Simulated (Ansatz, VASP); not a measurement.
Two plane-wave programs on Ta2N

Contents of INCAR:

```
SYSTEM = Ta2N
ALGO     = Normal         ! electronic algorithm
EDIFF    = 1E-7           ! SCF threshold, eV
ENCUT    = 520            ! plane-wave cutoff, eV
GGA      = PE             ! functional
ISIF     = 2              ! what is computed and relaxed
ISMEAR   = 0              ! smearing method
LASPH    = .True.         ! aspherical terms in the spheres
LCHARG   = .False.        ! write CHGCAR
LREAL    = .False.        ! projectors in reciprocal space
LWAVE    = .False.        ! write WAVECAR
NBANDS   = 20             ! bands
NELM     = 60             ! most SCF steps
PREC     = Accurate       ! precision mode
SIGMA    = 0.15           ! smearing width, eV
```

File KPOINTS:

```
k-points
0
Gamma
  18 18 10
  0 0 0
```

The input POSCAR:

```
Ta2N
1.0
    3.1011400584      0.0000000000      0.0000000000
   -1.5505700292      2.6856660713      0.0000000000
    0.0000000000      0.0000000000      4.8818900414
Ta N
2 1
Direct
    0.6666666667      0.3333333333      0.7449050326
    0.3333333333      0.6666666667      0.2550949674
    0.0000000000      0.0000000000      0.0000000000
```

Input for Ansatz:

```yaml
crystal:
  lattice:
    - [3.1011400584, 0.0, 0.0]
    - [-1.5505700292, 2.6856660713, 0.0]
    - [0.0, 0.0, 4.8818900414]
  atoms:
    - { symbol: Ta, position: [0.6666666667, 0.3333333333, 0.7449050326] }
    - { symbol: Ta, position: [0.3333333333, 0.6666666667, 0.2550949674] }
    - { symbol: "N", position: [0.0, 0.0, 0.0] }
basis:
  ecutwfc: 420
kpoints:
  mp_grid: { grid: [18, 18, 10] }
hamiltonian:
  xc: pbe
scf:
  occupations: { method: gaussian, width: 0.15 }
output:
  forces: true
  stress: true
  eigenvalues: true
```

Alike in both runs: task single point; functional PBE; k mesh 18 × 18 × 10; occupations gaussian, width 0.15 eV; no spin polarisation.

```csv
,VASP,Ansatz
version,VASP 6.6.1,Ansatz 0.2.0
potentials or method,"VASP PAW PBE potentials, release 64 (Ta_pv, N), cutoff 520 eV","scalar-relativistic, plane waves, PAW"
valence electrons in the cell,27,31
```

```csv
,VASP,Ansatz,Ansatz less VASP
gap on the k mesh at the Fermi level (eV),none,none,-
pressure (GPa),0.4,0.0,-0.43
rms of the force components (eV/Å),0.018,0.004,-0.0148
```

Atom by atom the forces differ by 0.022 eV/Å (rms over components). A gap of «none» marks a metal or a gap that the smearing closes. The functional is the same, so the differences come from potentials, cutoffs and numerics. VASP's potentials hold 27 valence electrons a cell and Ansatz's 31, so a difference there can come from the potentials and not from the codes.

Spin-orbit coupling is off throughout.
